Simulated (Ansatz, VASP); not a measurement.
## Two plane-wave programs on Si2W

```
CELL_PARAMETERS angstrom
4.71723 0.00000 0.00000
-2.35862 4.08525 0.00000
0.00000 0.00000 6.36025
ATOMIC_POSITIONS crystal
Si 0.86762 0.73525 0.50000
Si 0.13238 0.86762 0.83333
Si 0.73525 0.86762 0.16667
Si 0.13238 0.26475 0.50000
Si 0.86762 0.13238 0.83333
Si 0.26475 0.13238 0.16667
W 0.00000 0.50000 0.16667
W 0.50000 0.50000 0.83333
W 0.50000 0.00000 0.50000
```

Alike in both runs: task single point; functional PBE; k mesh 9 × 9 × 6; occupations gaussian, width 0.03 eV; no spin polarisation.

|  | VASP | Ansatz |
| --- | --- | --- |
| version | VASP 6.6.1 | Ansatz 0.2.0 |
| potentials or method | VASP PAW PBE potentials, release 64 (Si, W_sv), cutoff 520 eV | scalar-relativistic, plane waves, PAW |
| valence electrons in the cell | 66 | 66 |

```csv
,VASP,Ansatz,Ansatz less VASP
gap on the k mesh at the Fermi level (eV),none,none,-
pressure (GPa),11.3,11.4,+0.09
"traceless stress, the component that is largest in VASP (GPa)",2.02,2.05,+0.027
rms of the force components (eV/Å),2.602,2.616,+0.0139
```

Atom by atom the forces differ by 0.014 eV/Å (rms over components). A gap of «none» marks a metal or a gap that the smearing closes. With one functional, cell and mesh, what is left measures potentials, basis and numerics.

Spin-orbit coupling is off throughout.
